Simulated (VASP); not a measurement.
ZnSe: single point with LDA

Crystal: ZnSe.

```
Zn Se
1.0
     0.00000    2.75921    2.75921
     2.75921    0.00000    2.75921
     2.75921    2.75921    0.00000
Zn Se
1 1
Direct
  0.00000 0.00000 0.00000
  0.75000 0.75000 0.75000
```

```json
{"Program": "VASP 6.6.1", "Task": "single point", "Functional": "LDA", "Potentials or basis": "VASP PAW LDA potentials, release 64 (Zn, Se)", "Cutoff": "520 eV", "k mesh": "8 × 8 × 8", "Occupations": "gaussian, width 0.01 eV", "Spin": "no spin polarisation", "Dipole correction": "no", "Further INCAR settings": "ALGO = Normal; EDIFF = 1e-06; NBANDS = 16"}
```

```json
{"Pressure": "2.4 GPa", "Band gap on the k mesh": "1.40 eV, direct"}
```

Levels at points of the mesh, in eV from the valence-band top:
```
           k point  band 6  band 7  band 8  band 9  band 10  band 11  band 12  band 13
(0.00, 0.00, 0.00)   -6.57    0.00    0.00    0.00     1.40     5.67     5.67     5.67
(0.50, 0.00, 0.00)   -6.38   -5.83   -1.00   -1.00     2.51     6.26     6.26     8.55
(0.50, 0.50, 0.00)   -6.36   -5.19   -2.51   -2.51     2.62     3.30    11.14    11.65
```

Wall time 23 s on 1 thread of Intel(R) Xeon(R) Platinum 8259CL CPU @ 2.50GHz (Skylake/Cascade Lake), on a shared host, peak memory 0.15 GiB.

A hybrid or GW would open this gap; LDA tends to underestimate it.
